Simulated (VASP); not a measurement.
# CsCdPO4 (P2_1) in VASP: single point with PBE

Aim: the single point of CsCdPO4 with PBE.

Program: VASP 6.6.1. These are calculated values, not measurements. Logs are shortened: lines on timing, memory, paths and dates and some standing lists are left out, and cuts for length are marked.

## 1. The cell of the first run

Symmetry: P2_1, No. 4, monoclinic system. The conventional cell has a = 9.059 Å, b = 5.641 Å, c = 9.463 Å, α = 90.00°, β = 90.24°, γ = 90.00°. Within 3.8 Å of Cs (site symmetry 1) lie 9 O at 2.90 to 3.74 Å and 2 P at 3.63 to 3.79 Å. Cs (site symmetry 1) has 11 O at 3.05 to 3.82 Å and 2 P at 3.74 to 3.86 Å and 2 Cd at 3.88 to 3.94 Å within 4.0 Å. Within 2.9 Å of Cd (site symmetry 1) lie 5 O at 2.18 to 2.57 Å. Within 2.9 Å of Cd (site symmetry 1) lie 4 O at 2.17 to 2.20 Å. Within 2.1 Å of P (site symmetry 1) lie 4 O at 1.56 Å. Within 2.1 Å of P (site symmetry 1) lie 4 O at 1.55 to 1.57 Å. Within 2.1 Å of O (site symmetry 1) lie 1 P at 1.56 Å. Within 2.1 Å of O (site symmetry 1) lie 1 P at 1.56 Å.

## 2. Single point, PBE

Input file INCAR:

```
SYSTEM = CsCdPO4
ALGO = Normal
EDIFF = 1E-6
ENCUT = 520
GGA = PE
ISIF = 2
ISMEAR = -1
LASPH = .True.
LCHARG = .True.
LELF = .True.
LREAL = Auto
LVHAR = .True.
LWAVE = .False.
NBANDS = 120
NELM = 100
PREC = Accurate
SIGMA = 0.02
```

Input file KPOINTS:

```
k-points
0
Gamma
  3 4 3
  0 0 0
```

Input file POSCAR:

```
CsCdPO4
1.0
    9.0589000000      0.0000000000      0.0000000000
    0.0000000000      5.6406000000      0.0000000000
   -0.0403007454      0.0000000000      9.4633141874
Cs Cd P O
4 4 4 16
Direct
    0.1761544333      0.8856535887      0.0164939771
    0.8238455667      0.3856535887      0.9835060229
    0.3265214167      0.9273284232      0.5167154652
    0.6734785833      0.4273284232      0.4832845348
    0.0751044505      0.4391964596      0.3413083659
    0.9248955495      0.9391964596      0.6586916341
    0.5966608714      0.8762653378      0.1628581086
    0.4033391286      0.3762653378      0.8371418914
    0.6015751162      0.8758432917      0.8109296300
    0.3984248838      0.3758432917      0.1890703700
    0.9162303321      0.9047979067      0.3066851202
    0.0837696679      0.4047979067      0.6933148798
    0.9360230718      0.6852882540      0.2088166297
    0.0639769282      0.1852882540      0.7911833703
    0.4176481737      0.1080629809      0.2264853789
    0.5823518263      0.6080629809      0.7735146211
    0.6891286851      0.9026574133      0.9520677398
    0.3108713149      0.4026574133      0.0479322602
    0.4465952282     -0.0064558485      0.8214927078
    0.5534047718      0.4935441515      0.1785072922
    0.9835347718      0.1257495614      0.2339869903
    0.0164652282      0.6257495614      0.7660130097
    1.0014434941      0.8424523436      0.4463849164
   -0.0014434941      0.3424523436      0.5536150836
    0.7494276758      0.9450824177      0.3395588454
    0.2505723242      0.4450824177      0.6604411546
    0.6896543279      0.9978278700      0.6897980635
    0.3103456721      0.4978278700      0.3102019365
```

Potentials or basis: VASP PAW PBE potentials, release 64 (Cs_sv, Cd, P, O).

Run with:

```
> cat potpaw_PBE.64/Cs_sv/POTCAR potpaw_PBE.64/Cd/POTCAR potpaw_PBE.64/P/POTCAR potpaw_PBE.64/O/POTCAR > POTCAR
> mpirun -np 1 vasp_std > vasp.out
```

OUTCAR:

```text
SYSTEM = CsCdPO4
   EDIFF = 1E-6
   ENCUT = 520
   GGA = PE
   ISIF = 2
   ISMEAR = -1
   LASPH = .True.
   LREAL = Auto
   NELM = 100
   PREC = Accurate

 ion  position               nearest neighbor table
   1  0.176  0.886  0.016-
   2  0.824  0.386  0.984-
   3  0.327  0.927  0.517-
   4  0.673  0.427  0.483-
   5  0.075  0.439  0.341-  28 2.18  24 2.20  21 2.20  13 2.25  23 2.57  11 3.01  10 3.29  12 3.34
                            11 3.36
   6  0.925  0.939  0.659-  27 2.18  23 2.20  22 2.20  14 2.25  24 2.57  12 3.01   9 3.29  11 3.34
                            12 3.36
   7  0.597  0.876  0.163-  15 2.17  17 2.17  20 2.20  25 2.20  11 3.20   9 3.33  10 3.35  10 3.36
[... 11 lines left out ...]
  13  0.936  0.685  0.209-  11 1.56   5 2.25
  14  0.064  0.185  0.791-  12 1.56   6 2.25
  15  0.418  0.108  0.226-  10 1.56   7 2.17
  16  0.582  0.608  0.774-   9 1.56   8 2.17
  17  0.689  0.903  0.952-   9 1.56   7 2.17
  18  0.311  0.403  0.048-  10 1.56   8 2.17
  19  0.447  0.994  0.821-   9 1.56   8 2.20
  20  0.553  0.494  0.179-  10 1.56   7 2.20
  21  0.984  0.126  0.234-  11 1.55   5 2.20
  22  0.016  0.626  0.766-  12 1.55   6 2.20
  23  0.001  0.842  0.446-  11 1.57   6 2.20   5 2.57
  24  0.999  0.342  0.554-  12 1.57   5 2.20   6 2.57
  25  0.749  0.945  0.340-  11 1.56   7 2.20
  26  0.251  0.445  0.660-  12 1.56   8 2.20
  27  0.690  0.998  0.690-   9 1.56   6 2.18
  28  0.310  0.498  0.310-  10 1.56   5 2.18

  LATTYP: Found a simple monoclinic cell.
 ALAT       =     9.0589000000
 B/A-ratio  =     0.6226583802
 C/A-ratio  =     1.0446522205
 COS(beta)  =    -0.0042585905

  Lattice vectors:

 A1 = (   9.0589000000,   0.0000000000,   0.0000000000)
 A2 = (   0.0000000000,   5.6406000000,   0.0000000000)
 A3 = (  -0.0403007454,   0.0000000000,   9.4633141874)

Analysis of symmetry for initial positions (statically):
=====================================================================
 Subroutine PRICEL returns:
 Original cell was already a primitive cell.

 Routine SETGRP: Setting up the symmetry group for a
 simple monoclinic supercell.

 Subroutine GETGRP returns: Found  2 space group operations
 (whereof  1 operations were pure point group operations)
 out of a pool of  4 trial point group operations.

The static configuration has the point symmetry C_1 .
 The point group associated with its full space group is C_2 .

Analysis of symmetry for dynamics (positions and initial velocities):
[... 152 lines left out ...]
   ENCUT  =  520.0 eV  38.22 Ry    6.18 a.u.  16.84 10.49 17.60*2*pi/ulx,y,z
   NELM   =    100;   NELMIN=  2; NELMDL= -5     # of ELM steps
   EDIFF  = 0.1E-05   stopping-criterion for ELM
   LREAL  =      T    real-space projection
   EDIFFG = 0.1E-04   stopping-criterion for IOM
   NSW    =      0    number of steps for IOM
   IBRION =     -1    ionic relax: 0-MD 1-quasi-New 2-CG
   NFREE  =      0    steps in history (QN), initial steepest desc. (CG)
   ISIF   =      2    stress and relaxation
   ISYM   =      2    0-nonsym 1-usesym 2-fastsym
   POTIM  = 0.5000    time-step for ionic-motion
   TEBEG  =    0.0;   TEEND  =   0.0 temperature during run
   PSTRESS=    0.0 pullay stress
   NELECT =     200.0000    total number of electrons
   NUPDOWN=      -1.0000    fix difference up-down
   EMIN   =  10.00;   EMAX   =-10.00  energy-range for DOS
   EFERMI =   0.00;   METHOD = LEGACY
   ISMEAR =    -1;   SIGMA  =   0.02  broadening in eV -4-tet -1-fermi 0-gaus
   EFERMI_NEDOS =   21; number of points for ismear=-14 and -15
   IALGO  =     38    algorithm
   IMIX   =      4    mixing-type and parameters
     AMIX     =   0.40;   BMIX     =  1.00
     AMIX_MAG =   1.60;   BMIX_MAG =  1.00
  volume/ion in A,a.u.               =      17.27       116.54
  Fermi-wavevector in a.u.,A,eV,Ry     =   1.219748  2.304990 20.242550  1.487785
  Thomas-Fermi vector in A             =   2.354989
   LORBIT       =      0    0 simple, 1 ext, 2 COOP (PROOUT), +10 PAW based schemes
   GGA     = PE    functional components
[... 5 lines left out ...]
 non-spin polarized calculation
  energy-cutoff  :      520.00
  volume of cell :      483.55
 maximum number of plane-waves:     13059
 NGX is ok and might be reduce to    70
   NGX = 33   NGY = 21   NGZ = 35

 number of electron     200.0000007 magnetization

 Free energy of the ion-electron system (eV)
  ---------------------------------------------------
  ext. energy  EPLUGINS =         0.00000000
  ---------------------------------------------------
  free energy    TOTEN  =      -163.24687737 eV

  energy without entropy =     -163.24687737  energy(sigma->0) =     -163.24687737

 E-fermi :   1.1565     XC(G=0):  -9.2673

 val. band max:        0.7004356682   @ k =  -0.3333   0.0000   0.3333
 cond. band min:       3.7228011867   @ k =   0.0000   0.0000   0.0000
 fundamental gap:      3.0223655185
 Fermi energy:         1.1564604518

 k-point     1 :       0.0000    0.0000    0.0000
  band No.  band energies     occupation
      1     -19.4581      2.00000
      2     -19.3564      2.00000
      3     -19.3275      2.00000
      4     -19.2620      2.00000
      5     -18.7020      2.00000
      6     -18.6976      2.00000
[... 1714 lines left out ...]
    111       7.8612      0.00000
    112       7.8612      0.00000
 [bands above 112 left out]

------------------------ aborting loop because EDIFF is reached ----------------------------------------

  FORCE on cell =-STRESS in cart. coord.  units (eV):
  Direction    XX          YY          ZZ          XY          YZ          ZX
  --------------------------------------------------------------------------------------
  -------------------------------------------------------------------------------------
  Total        7.6686397      8.6957804      8.5507170      0.0000000      0.0000000     -0.1790149
  in kB       25.4088430     28.8121137     28.3314687      0.0000000      0.0000000     -0.5931381
  external PRESSURE =      27.5174752 kB  Pullay stress =       0.0000000 kB

 VOLUME and BASIS-vectors are now :
 -----------------------------------------------------------------------------
  energy-cutoff  :      520.00
  volume of cell :      483.55
      direct lattice vectors                 reciprocal lattice vectors
     9.058900000  0.000000000  0.000000000     0.110388679  0.000000000  0.000470104
     0.000000000  5.640600000  0.000000000     0.000000000  0.177286104  0.000000000
    -0.040300745  0.000000000  9.463314187     0.000000000  0.000000000  0.105671225

 POSITION                                       TOTAL-FORCE (eV/Angst)
 -----------------------------------------------------------------------------------
      1.59510      4.99562      0.15609        -0.004372      0.001401     -0.004788
      7.42350      2.17532      9.30723         0.004372      0.001401      0.004788
      2.93710      5.23069      4.88984         0.005345      0.000702      0.000669
      6.08150      2.41039      4.57347        -0.005345      0.000702     -0.000669
      0.66661      2.47733      3.22991         0.019777      0.004300     -0.000734
      8.35199      5.29763      6.23341        -0.019777      0.004300      0.000734
[... 20 lines left out ...]
      6.21971      5.62835      6.52778        -0.083544     -0.020268      0.049720
      2.79889      2.80805      2.93554         0.083544     -0.020268     -0.049720
 -----------------------------------------------------------------------------------
    total drift:                                0.000000      0.009157     -0.000007

  FREE ENERGIE OF THE ION-ELECTRON SYSTEM (eV)
  ---------------------------------------------------
  free  energy   TOTEN  =      -163.2468773716 eV

  energy  without entropy=     -163.2468773716  energy(sigma->0) =     -163.24687737
```

OSZICAR:

```text
N       E                     dE             d eps       ncg     rms          rms(c)
DAV:   1     0.160437200802E+04    0.16044E+04   -0.10250E+05  3600   0.156E+03
DAV:   2    -0.446779638092E+02   -0.16490E+04   -0.16047E+04  4296   0.368E+02
DAV:   3    -0.188552312718E+03   -0.14387E+03   -0.14312E+03  4120   0.117E+02
DAV:   4    -0.190943664103E+03   -0.23914E+01   -0.23836E+01  4168   0.161E+01
DAV:   5    -0.190998430093E+03   -0.54766E-01   -0.54710E-01  4176   0.219E+00    0.478E+01
DAV:   6    -0.162619812788E+03    0.28379E+02   -0.11595E+02  4936   0.580E+01    0.288E+01
DAV:   7    -0.163539492989E+03   -0.91968E+00   -0.18652E+01  3992   0.142E+01    0.118E+01
DAV:   8    -0.163284134413E+03    0.25536E+00   -0.20714E+00  4104   0.518E+00    0.499E+00
DAV:   9    -0.163233606619E+03    0.50528E-01   -0.44640E-01  4504   0.347E+00    0.730E-01
DAV:  10    -0.163245954895E+03   -0.12348E-01   -0.13561E-01  4080   0.216E+00    0.103E+00
DAV:  11    -0.163245109810E+03    0.84508E-03   -0.48444E-03  4144   0.306E-01    0.554E-01
DAV:  12    -0.163246477815E+03   -0.13680E-02   -0.49708E-03  3936   0.275E-01    0.189E-01
DAV:  13    -0.163247024641E+03   -0.54683E-03   -0.11192E-03  4120   0.137E-01    0.143E-01
DAV:  14    -0.163246905039E+03    0.11960E-03   -0.69860E-04  4472   0.104E-01    0.835E-02
DAV:  15    -0.163246879625E+03    0.25414E-04   -0.15944E-04  4160   0.431E-02    0.315E-02
DAV:  16    -0.163246876004E+03    0.36217E-05   -0.52048E-05  4504   0.377E-02    0.920E-03
DAV:  17    -0.163246877862E+03   -0.18579E-05   -0.29809E-05  4208   0.196E-02    0.640E-03
DAV:  18    -0.163246877372E+03    0.48994E-06   -0.28512E-06  3072   0.604E-03
   1 F= -.16324688E+03 E0= -.16324688E+03  d E =-.212750E-10
```

stdout:

```text
POSCAR found type information on POSCAR CsCdP O
 POSCAR found :  4 types and      28 ions
 scaLAPACK will be used
 LDA part: xc-table for (Slater+PW92), standard interpolation
 POSCAR, INCAR and KPOINTS ok, starting setup
 FFT: planning ... GRIDC
 FFT: planning ... GRID_SOFT
 FFT: planning ... GRID
 WAVECAR not read
 entering main loop
```

Run time: 18 min. Hardware: 1 thread of AMD EPYC 9R45 (Zen 5), shared host; peak memory 0.78 GiB.

What came out:

* Free energy: -163.2469 eV
* Pressure: 2.8 GPa
* Largest force: 0.126 eV/Å
* Band gap on the k mesh: 3.02 eV, indirect (least direct gap 3.05 eV)

Forces on the atoms (eV/Å):
```
Cs  -0.004  0.001 -0.005
Cs   0.004  0.001  0.005
Cs   0.005  0.001  0.001
Cs  -0.005  0.001 -0.001
Cd   0.020  0.004 -0.001
Cd  -0.020  0.004  0.001
Cd   0.000 -0.002 -0.003
Cd   0.000 -0.002  0.003
P   -0.009  0.009 -0.007
P    0.009  0.009  0.007
P    0.015  0.022 -0.028
P   -0.015  0.022  0.028
O   -0.051  0.069  0.002
O    0.051  0.069 -0.002
O   -0.068  0.101  0.004
O    0.068  0.101 -0.004
O    0.001 -0.007 -0.126
O   -0.001 -0.007  0.126
O    0.070 -0.096 -0.007
O   -0.070 -0.096  0.007
O   -0.049 -0.089  0.016
O    0.049 -0.089 -0.016
O   -0.006  0.007 -0.087
O    0.006  0.007  0.087
O    0.091  0.000  0.041
O   -0.091  0.000 -0.041
O   -0.084 -0.020  0.050
O    0.084 -0.020 -0.050
```

Caveat: spin-orbit coupling is left out, which moves the levels of the heavy elements.
